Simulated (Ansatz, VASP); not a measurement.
# Ga: VASP beside Ansatz

```
Ga
1.0
    -2.44451    2.26118    1.35197
     2.26118   -2.44451    1.35197
     2.88225    2.88225   -1.68774
Ga
2
Direct
  0.98927 0.01073 0.00000
  0.76073 0.23927 0.50000
```

Alike in both runs: task single point; functional revPBE; k mesh 15 × 15 × 9; occupations fermi-dirac, width 0.1 eV; no spin polarisation.

|  | VASP | Ansatz |
| --- | --- | --- |
| version | VASP 6.6.1 | Ansatz 0.2.0 |
| potentials or method | VASP PAW PBE potentials, release 64 (Ga_d), cutoff 520 eV | plane waves (420 eV) with PAW, scalar-relativistic |
| valence electrons in the cell | 26 | 26 |

VASP gave:

```
pressure (GPa)                                                : 7.9
traceless stress, the component that is largest in VASP (GPa) : 0.21
```

Q: What did Ansatz give for the same quantities?

A: Pressure (GPa): 7.9; traceless stress, the component that is largest in VASP (GPa): 0.18.

VASP's potentials were made for PBE, not for revPBE. With one functional, cell and mesh, what is left measures potentials, basis and numerics.
